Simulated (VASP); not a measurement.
Wanted: the native input for a VASP 6.6.1 run.

| Quantity | Value |
| --- | --- |
| Task | single point |
| Functional | LDA |
| Potentials or basis | VASP PAW LDA potentials, release 64 (B, N) |
| Cutoff | 520 eV |
| k mesh | 12 × 12 × 6 |
| Occupations | gaussian, width 0.05 eV |
| Spin | no spin polarisation |
| Dipole correction | no |
| Further INCAR settings | ALGO = Normal; EDIFF = 1e-06; NBANDS = 16 |

The structure of BN lies in POSCAR:

```
BN
1.0
    2.5539396017      0.0191545470      0.0000000000
   -1.2603814766      2.2021993013      0.0000000000
    0.0000000000      0.0000000000      4.2268550000
B N
2 2
Direct
    0.6666666667      0.3333333333      0.9997240000
    0.3333333333      0.6666666667      0.4997240000
    0.6666666667      0.3333333333      0.6252760000
    0.3333333333      0.6666666667      0.1252760000
```

This cell differs from its parent crystal: strain +0.0150 x Voigt [0, 0, 0, 0, 0, 1].

One way to write it, as run:

INCAR

```
  PREC = Accurate
  ENCUT = 520
  EDIFF = 1E-6
  ISMEAR = 0
  SIGMA = 0.05
  LREAL = False
  LASPH = True
  NELM = 80
  ALGO = Normal
  ISIF = 2
  LWAVE = False
  LCHARG = False
  GGA = CA
  NBANDS = 16
```

KPOINTS

```
Automatic mesh
0
Gamma
  12 12 6
```

Potentials or basis: VASP PAW LDA potentials, release 64 (B, N).

The run is started by

```console
$ cat potpaw_LDA.64/B/POTCAR potpaw_LDA.64/N/POTCAR > POTCAR
$ mpirun -np 1 vasp_std > vasp.out
```

Results of the run:

```yaml
Pressure: -12.8 GPa
Largest_force: 0.062 eV/Å
Band_gap_on_the_k_mesh: 4.92 eV, indirect (least direct gap 8.00 eV)
```

Caveat: the cell differs from its parent crystal (strain +0.0150 x Voigt [0, 0, 0, 0, 0, 1]).

It took 36 s on 1 thread of Intel(R) Xeon(R) 6975P-C (Granite Rapids), on a shared host, peak memory 0.19 GiB.
